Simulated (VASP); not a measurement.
Wanted: the native input for a VASP 6.6.1 run.

```yaml
Task: single point
Functional: PBE
Potentials_or_basis: VASP PAW PBE potentials, release 64 (Ta_pv, C)
Cutoff: 520 eV
k_mesh: 4 × 4 × 4, shifted
Occupations: gaussian, width 0.1 eV
Spin: no spin polarisation
Dipole_correction: no
Further_INCAR_settings: LREAL = Auto; ALGO = Normal; EDIFF = 1e-06; NBANDS = 144
```

The structure of Ta16C17 (a cell with a defect) lies in POSCAR:

```
Ta16C17
1.0
    4.4754013011      4.4754013011      4.4754013011
   -4.4754013011      4.4754013011     -4.4754013011
   -4.4754013011     -4.4754013011      4.4754013011
Ta C
16 17
Direct
    0.5156349506      0.2656349506      0.2656349506
    0.4999440145      0.0000000000      0.4991871547
    0.7491871547      0.0000000000      0.2499440145
    0.4992431403      0.7500559855      0.7500559855
    0.7508128453      0.7507568597      0.5008128453
    0.0000559855      0.7500559855      0.2492431403
    0.4999440145      0.4991871547      0.0000000000
    0.7508128453      0.5008128453      0.7507568597
    0.0007568597      0.5008128453      0.5008128453
    0.2500000000      0.4991871547      0.2499440145
    0.7491871547      0.2499440145      0.0000000000
    0.0000559855      0.2492431403      0.7500559855
    0.2500000000      0.2499440145      0.4991871547
   -0.0156349506      0.0000000000      0.0000000000
    0.2500000000      0.0000000000      0.7343650494
    0.2500000000      0.7343650494      0.0000000000
    0.5139805664      0.0000000000      0.0000000000
    0.5012694171      0.7481961746      0.2512694171
    0.7469267575      0.7487305829      0.0000000000
    0.5018038254      0.5030732425      0.5030732425
    0.7530732425      0.5030732425      0.2518038254
   -0.0012694171      0.4969267575      0.0000000000
    0.5012694171      0.2512694171      0.7481961746
    0.7530732425      0.2518038254      0.5030732425
   -0.0018038254      0.2512694171      0.2512694171
    0.2500000000      0.2639805664      0.0000000000
    0.7469267575      0.0000000000      0.7487305829
   -0.0012694171      0.0000000000      0.4969267575
    0.2500000000      0.0000000000      0.2639805664
   -0.0139805664      0.7360194336      0.7360194336
    0.2500000000      0.7487305829      0.4969267575
    0.2500000000      0.4969267575      0.7487305829
    0.2500000000      0.0000000000      0.0000000000
```

This cell differs from its parent crystal: with an interstitial atom, then relaxed in part.

The input as run:

INCAR

```
SYSTEM = Ta16C17
ALGO = Normal
EDIFF = 1E-6
ENCUT = 520
GGA = PE
GGA_COMPAT = .FALSE.
ISIF = 2
ISMEAR = 0
LASPH = .TRUE.
LCHARG = .FALSE.
LREAL = Auto
LWAVE = .FALSE.
NBANDS = 144
NELM = 120
PREC = Accurate
SIGMA = 0.1
```

KPOINTS

```
Automatic mesh
0
Gamma
  4 4 4
  0.5 0.5 0.5
```

Potentials or basis: VASP PAW PBE potentials, release 64 (Ta_pv, C).

Launch:

```bash
$ cat potpaw_PBE.64/Ta_pv/POTCAR potpaw_PBE.64/C/POTCAR > POTCAR
$ mpirun -np 1 vasp_std > vasp.out
```

It gave:

* Pressure: 8.4 GPa
* Largest force: 0.039 eV/Å
* Band gap on the k mesh: zero (bands 122 and 123 overlap by 0.60 eV)

Caveat: the cell differs from its parent crystal (with an interstitial atom, then relaxed in part); spin-orbit coupling is left out, which moves the levels of the heavy elements.

Wall time 13 min on 1 thread of Intel(R) Xeon(R) Platinum 8259CL CPU @ 2.50GHz (Skylake/Cascade Lake), on a shared host, peak memory 0.6 GiB.
